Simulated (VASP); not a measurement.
**BN: single point with r2SCAN**

Crystal: BN.

```
B N
1.0
     2.49134    0.00000    0.00000
    -1.24567    2.15756    0.00000
     0.00000    0.00000    3.98185
B N
2 2
Cartesian
  0.0000 0.0000 0.0000
  0.0000 0.0000 1.9909
  0.0000 1.4384 0.9955
  1.2457 0.7192 2.9864
```

This cell differs from its parent crystal: uniaxial z strain -0.5%.

```yaml
Program: VASP 6.6.1
Task: single point
Functional: r2SCAN
Potentials_or_basis: VASP PAW PBE potentials, release 64 (B, N)
Cutoff: 520 eV
k_mesh: 12 × 12 × 6
Occupations: gaussian, width 0.01 eV
Spin: no spin polarisation
```

| Property | Result |
| --- | --- |
| Pressure | 2.4 GPa |
| Band gap on the k mesh | 1.91 eV, indirect (least direct gap 5.71 eV) |

Stress tensor (GPa, compression positive):
```
0.60 0.00 0.00
0.00 0.60 0.00
0.00 0.00 5.99
```

Levels at points of the mesh, in eV from the valence-band top:
```
           k point  band 4  band 5  band 6  band 7  band 8  band 9  band 10  band 11  band 12  band 13
(0.00, 0.00, 0.00)   -1.48   -1.48   -0.74   -0.74   -0.04    6.31     8.73     9.28     9.28     9.46
(0.50, 0.00, 0.00)  -10.49   -8.57   -5.96   -4.47   -0.60    6.07     6.09     6.54     7.02    11.75
(0.00, 0.00, 0.50)   -6.21   -0.99   -0.99   -0.99   -0.99    7.63     7.63     8.54     8.54     8.54
(0.50, 0.00, 0.50)  -12.73   -4.06   -4.06   -3.39   -3.39    5.41     5.41     8.28     8.28    11.62
```

It took 62 s on 1 thread of AMD EPYC 9R45 96-Core Processor (Zen 5), with other jobs on the host, peak memory 0.11 GiB.

Caveat: the cell differs from its parent crystal (uniaxial z strain -0.5%); the PAW data sets were made with another functional, which shifts forces and pressure a little. A k mesh can miss the band edges.
